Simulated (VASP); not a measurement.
Input of a VASP 6.6.1 run:

The input POSCAR:

```
HfN
1.0
    0.0000000000      2.4548220000      2.4548220000
    2.4548220000      0.0000000000      2.4548220000
    2.4548220000      2.4548220000      0.0000000000
Hf N
1 1
Direct
    0.0000000000      0.0000000000      0.0000000000
    0.2500000000      0.2500000000      0.2500000000
```

Contents of INCAR.step1:

```
ALGO = Normal ; EDIFF = 1E-5
ENCUT = 520 ; GGA = PE
ISIF = 2 ; ISMEAR = -1
LASPH = T ; LCHARG = F
LREAL = F ; LWAVE = T
NBANDS = 14 ; NELM = 80
PREC = Accurate ; SIGMA = 0.05
```

Contents of INCAR.step2:

```
AEXX = 1.0 ; AGGAC = 0.0
ALDAC = 0.0 ; ALGO = Normal
EDIFF = 1E-6 ; ENCUT = 520
GGA = PE ; ISIF = 2
ISMEAR = -1 ; ISTART = 1
LASPH = T ; LCHARG = F
LHFCALC = T ; LREAL = F
LWAVE = F ; NBANDS = 14
NELM = 80 ; PREC = Accurate
PRECFOCK = Normal ; SIGMA = 0.05
```

File KPOINTS:

```
k-points
0
Gamma
  5 5 5
```

Potentials or basis: VASP PAW PBE potentials, release 64 (Hf_pv, N).

Command:

```console
$ cat potpaw_PBE.64/Hf_pv/POTCAR potpaw_PBE.64/N/POTCAR > POTCAR
$ cp INCAR.step1 INCAR
$ mpirun -np 1 vasp_std > vasp.out
$ cp INCAR.step2 INCAR
$ mpirun -np 1 vasp_std > vasp.out
```

(1) What does it give for the band gap on the k mesh?

(2) Estimate the pressure.

Results:

(1) zero (an odd number of electrons rules out a gap without spin polarisation).

(2) 1.4 GPa.

Caveat: the k points lie up to 0.44 Å⁻¹ apart, too coarse for converged energies and pressures of a metal; the PAW data sets were made with another functional, which shifts forces and pressure a little; spin-orbit coupling is left out, which moves the levels of the heavy elements; an odd number of electrons without spin polarisation forces a metal; a magnetic or distorted state may lie lower.
